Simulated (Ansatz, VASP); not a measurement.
Given: the input of a run of Ansatz 0.2.0 on Ge.

Contents of input.yaml:

```yaml
crystal:
  lattice:
    - [0.0, 2.8099234548, 2.8099234548]
    - [2.8099234548, 0.0, 2.8099234548]
    - [2.8099234548, 2.8099234548, 0.0]
  atoms:
    - { symbol: Ge, position: [0.75, 0.75, 0.75] }
    - { symbol: Ge, position: [0.5, 0.5, 0.5] }
hamiltonian:
  xc: r2scan
  pseudopotentials: { kind: paw }
  dispersion: rvv10
kpoints:
  mp_grid: { grid: [8, 8, 8] }
scf:
  occupations: { method: fermi_dirac, width: 0.05 }
output:
  forces: true
  stress: true
  eigenvalues: true
```

Potentials or basis: Ansatz PAW.

Command:

```console
$ ansatz run input.yaml --threads 2 --pin off --max-ram 5120MiB --backend cpu --events-out ev --progress --plain --runs-dir out
```

Q: Set up the same calculation for VASP 6.6.1. Potentials there: VASP PAW PBE potentials, release 64 (Ge_d).

A: As run (the cutoff follows the program's own potentials):

The input POSCAR:

```
Ge
1.0
    0.0000000000      2.8099234548      2.8099234548
    2.8099234548      0.0000000000      2.8099234548
    2.8099234548      2.8099234548      0.0000000000
Ge
2
Direct
    0.7500000000      0.7500000000      0.7500000000
    0.5000000000      0.5000000000      0.5000000000
```

Contents of INCAR.step1:

```
SYSTEM = Ge
  PREC = Accurate
  ENCUT = 520
  ISMEAR = -1
  SIGMA = 0.05
  LREAL = .False.
  LASPH = .True.
  NELM = 60
  NBANDS = 21
  GGA = PE
  ALGO = Normal
  EDIFF = 1E-4
  LWAVE = .True.
  LCHARG = .False.
```

File INCAR.step2:

```
SYSTEM = Ge
  PREC = Accurate
  ENCUT = 520
  EDIFF = 1E-6
  ISMEAR = -1
  SIGMA = 0.05
  LREAL = .False.
  LASPH = .True.
  NELM = 60
  ALGO = Normal
  ISIF = 2
  LWAVE = .False.
  LCHARG = .True.
  METAGGA = R2SCAN
  LMIXTAU = .True.
  LUSE_VDW = .True.
  IVDW_NL = 2
  BPARAM = 11.95
  CPARAM = 0.0093
  LELF = .True.
  LVHAR = .True.
  NBANDS = 21
  ISTART = 1
```

File KPOINTS:

```
regular mesh
0
Gamma
  8 8 8
  0 0 0
```

Potentials or basis: VASP PAW PBE potentials, release 64 (Ge_d).

Launch:

```console
$ cat potpaw_PBE.64/Ge_d/POTCAR > POTCAR
$ cp INCAR.step1 INCAR
$ mpirun -np 1 vasp_std > vasp.out
$ cp INCAR.step2 INCAR
$ mpirun -np 1 vasp_std > vasp.out
```

Both were run:

|  | VASP | Ansatz | Ansatz less VASP |
| --- | --- | --- | --- |
| gap on the k mesh at the Fermi level (eV) | 0.49 | 0.51 | +0.020 |
| least direct gap on the mesh (eV) | 0.60 | 0.64 | +0.037 |
| pressure (GPa) | 1.4 | 1.4 | -0.01 |

VASP's potentials were made for PBE, not for r2SCAN.
